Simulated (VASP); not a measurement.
Write the native input for VASP 6.6.1 that does the following.

| Property | Result |
| --- | --- |
| Task | single point |
| Functional | PBEsol |
| Potentials or basis | VASP PAW PBE potentials, release 64 (Sn_d, Se) |
| Cutoff | 520 eV |
| k mesh | 8 × 8 × 6 |
| Occupations | gaussian, width 0.05 eV |
| Spin | no spin polarisation |
| Dipole correction | no |
| Further INCAR settings | ALGO = Normal; EDIFF = 1e-07; NBANDS = 28 |

The structure of SnSe lies in POSCAR:

```
SnSe
1.0
    2.1684256500     -6.0602637500      0.0000000000
    2.1684256500      6.0602637500      0.0000000000
    0.0000000000      0.0000000000      4.3385968600
Sn Se
2 2
Direct
    0.8736379087      0.1263620913      0.2500000000
    0.1263620913      0.8736379087      0.7500000000
    0.6337285975      0.3662714025      0.2500000000
    0.3662714025      0.6337285975      0.7500000000
```

This cell differs from its parent crystal: strained.

One way to write it, as run:

INCAR

```
SYSTEM = SnSe
  PREC = Accurate
  ENCUT = 520
  EDIFF = 1E-7
  ISMEAR = 0
  SIGMA = 0.05
  LREAL = .FALSE.
  LASPH = .TRUE.
  NELM = 80
  ALGO = Normal
  ISIF = 2
  LWAVE = .FALSE.
  LCHARG = .FALSE.
  GGA = PS
  NBANDS = 28
```

KPOINTS

```
Automatic mesh
0
G
  8 8 6
  0 0 0
```

Potentials or basis: VASP PAW PBE potentials, release 64 (Sn_d, Se).

The run is started by

```console
$ cat potpaw_PBE.64/Sn_d/POTCAR potpaw_PBE.64/Se/POTCAR > POTCAR
$ mpirun -np 1 vasp_std > vasp.out
```

It gave:

The pressure is -5.0 GPa. The largest force is 0.562 eV/Å and the band gap on the k mesh is 0.40 eV (least direct gap 0.57 eV).

Caveat: the cell differs from its parent crystal (strained); the cell stands under tension; the PAW data sets were made with another functional, which shifts forces and pressure a little; spin-orbit coupling is left out, which moves the levels of the heavy elements.

Run time: 6 min on 1 thread of Intel Xeon 8259CL, on a shared host, peak memory 0.41 GiB.
